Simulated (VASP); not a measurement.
In: single point with PBE

The system is In.

```
CELL_PARAMETERS angstrom
0.00000 3.31907 3.31907
3.31907 0.00000 3.31907
3.31907 3.31907 0.00000
ATOMIC_POSITIONS crystal
In 0.87500 0.87500 0.87500
In 0.12500 0.12500 0.12500
```

| Property | Result |
| --- | --- |
| Program | VASP 6.6.1 |
| Task | single point |
| Functional | PBE |
| Potentials or basis | VASP PAW PBE potentials, release 64 (In_d) |
| Cutoff | 520 eV |
| k mesh | 10 × 10 × 10 |
| Occupations | fermi-dirac, width 0.08 eV |
| Spin | no spin polarisation |

The pressure is 1.1 GPa and the band gap on the k mesh is zero (band 13 reaches 6.28 eV, above the bottom of band 14 at 2.84 eV).

Levels at points of the mesh, in eV from the Fermi level:
```csv
k point,band 11,band 12,band 13,band 14,band 15,band 16
"(0.00, 0.00, 0.00)",-8.01,2.28,2.36,2.36,2.36,4.02
"(0.50, 0.00, 0.00)",-6.27,-3.95,1.05,1.05,2.23,4.94
"(0.50, 0.50, 0.00)",-4.85,-4.85,-0.43,-0.43,2.47,2.47
```

Wall time 40 s on 1 thread of Intel(R) Xeon(R) 6975P-C (Granite Rapids), on a shared host, peak memory 0.21 GiB.

Caveat: spin-orbit coupling is left out, which moves the levels of the heavy elements.
